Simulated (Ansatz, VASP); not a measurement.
# One calculation of Cu, two programs

```
Cu
1.0
     0.00000    1.80880    2.00505
     1.80880    0.00000    2.00505
     1.80880    1.80880    0.00000
Cu
1
Direct
  0.00000 0.00000 0.00000
```

Alike in both runs: task single point; functional PBEsol; k mesh 24 × 24 × 24; occupations gaussian, width 0.15 eV; no spin polarisation.

|  | VASP | Ansatz |
| --- | --- | --- |
| version | VASP 6.6.1 | Ansatz 0.2.0 |
| potentials or method | VASP PAW PBE potentials, release 64 (Cu_sv_GW), cutoff 820 eV | scalar-relativistic, plane waves, PAW |
| valence electrons in the cell | 19 | 19 |

|  | VASP | Ansatz | Ansatz less VASP |
| --- | --- | --- | --- |
| gap on the k mesh at the Fermi level (eV) | none | none | - |
| pressure (GPa) | -17.2 | -16.8 | +0.37 |
| traceless stress, the component that is largest in VASP (GPa) | -3.94 | -3.93 | +0.019 |

VASP's potentials were made for PBE, not for PBEsol, and Ansatz warns of the same on its side. A gap of «none» marks a metal or a gap that the smearing closes.
